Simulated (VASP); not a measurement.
Input of a VASP 6.6.1 run:

The input INCAR:

```
SYSTEM = Hf2B
PREC = Accurate
ENCUT = 520
EDIFF = 1E-6
ISMEAR = 0
SIGMA = 0.1
LREAL = .FALSE.
LASPH = .TRUE.
NELM = 100
ALGO = Normal
ISIF = 2
LWAVE = .FALSE.
LCHARG = .TRUE.
GGA = PE
LELF = .TRUE.
LVHAR = .TRUE.
NBANDS = 18
```

The input KPOINTS:

```
regular mesh
0
G
  8 8 8
  0 0 0
```

The input POSCAR:

```
Hf2B
1.0
   -1.4595432415      1.4595432415      5.7585372583
    1.4595432415     -1.4595432415      5.7585372583
    1.4595432415      1.4595432415     -5.7585372583
Hf B
2 1
Direct
    0.6348242371      0.6348242371      0.0000000000
    0.3651757629      0.3651757629      0.0000000000
    0.0000000000      0.0000000000      0.0000000000
```

Potentials or basis: VASP PAW PBE potentials, release 64 (Hf_pv, B).

Launch:

```bash
$ cat potpaw_PBE.64/Hf_pv/POTCAR potpaw_PBE.64/B/POTCAR > POTCAR
$ mpirun -np 1 vasp_std > vasp.out
```

(1) What does it give for the pressure?

(2) Estimate the largest force.

(3) Predict the band gap on the k mesh.

Results:

(1) -0.4 GPa.

(2) 0.022 eV/Å.

(3) zero (an odd number of electrons rules out a gap without spin polarisation).

Caveat: spin-orbit coupling is left out, which moves the levels of the heavy elements.
